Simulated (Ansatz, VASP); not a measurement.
This is a calculation of Au for Ansatz 0.2.0.

input.yaml

```yaml
crystal:
  lattice:
    - [0.0, 2.0617793868, 2.0617793868]
    - [2.0617793868, 0.0, 2.0617793868]
    - [2.0617793868, 2.0617793868, 0.0]
  atoms:
    - { symbol: Au, position: [0.0, 0.0, 0.0], spin: -0.11 }
kpoints:
  mp_grid: { grid: [11, 11, 11] }
scf:
  occupations: { method: fermi_dirac, width: 0.025 }
hamiltonian:
  xc: rpbe
  dispersion: d4
  pseudopotentials:
    kind: all_electron
    lapw: { basis_error: 0.0005, small_component_spin: dirac_moment }
magnetization:
  spin_polarized: true
output:
  forces: true
  stress: true
  eigenvalues: true
```

Potentials or basis: all-electron LAPW, Dirac moment of small components.

Run with:

```console
$ ansatz run input.yaml --threads 1 --pin off --max-ram 2560MiB --backend cpu --events-out ev --progress --plain --runs-dir out
```

Question: Set up the same calculation for VASP 6.6.1. Potentials there: VASP PAW PBE potentials, release 64 (Au).

Answer: As run (the cutoff follows the program's own potentials):

INCAR

```
  ALGO = Normal
  EDIFF = 1E-6
  ENCUT = 520
  GGA = RP
  ISIF = 2
  ISMEAR = -1
  ISPIN = 2
  IVDW = 13
  LASPH = True
  LCHARG = False
  LMAXMIX = 4
  LORBIT = 11
  LREAL = False
  LWAVE = False
  MAGMOM = -0.11
  NBANDS = 16
  NELM = 150
  PREC = Accurate
  SIGMA = 0.025
```

The input KPOINTS:

```
k-points
0
Gamma
  11 11 11
```

File POSCAR:

```
Au
1.0
    0.0000000000      2.0617793868      2.0617793868
    2.0617793868      0.0000000000      2.0617793868
    2.0617793868      2.0617793868      0.0000000000
Au
1
Direct
    0.0000000000      0.0000000000      0.0000000000
```

Potentials or basis: VASP PAW PBE potentials, release 64 (Au).

Run with:

```console
$ cat potpaw_PBE.64/Au/POTCAR > POTCAR
$ mpirun -np 1 vasp_std > vasp.out
```

Both were run:

|  | VASP | Ansatz | Ansatz less VASP |
| --- | --- | --- | --- |
| gap on the k mesh at the Fermi level (eV) | none | none | - |
| pressure (GPa) | -3.3 | -3.1 | +0.23 |
| net moment per atom (μB) | 0.00 | 0.00 | 0.000 |

VASP's potentials were made for PBE, not for RPBE. A gap of «none» marks a metal or a gap that the smearing closes. Ansatz ran all-electron here, and VASP with PAW potentials.

Spin-orbit coupling is off throughout.
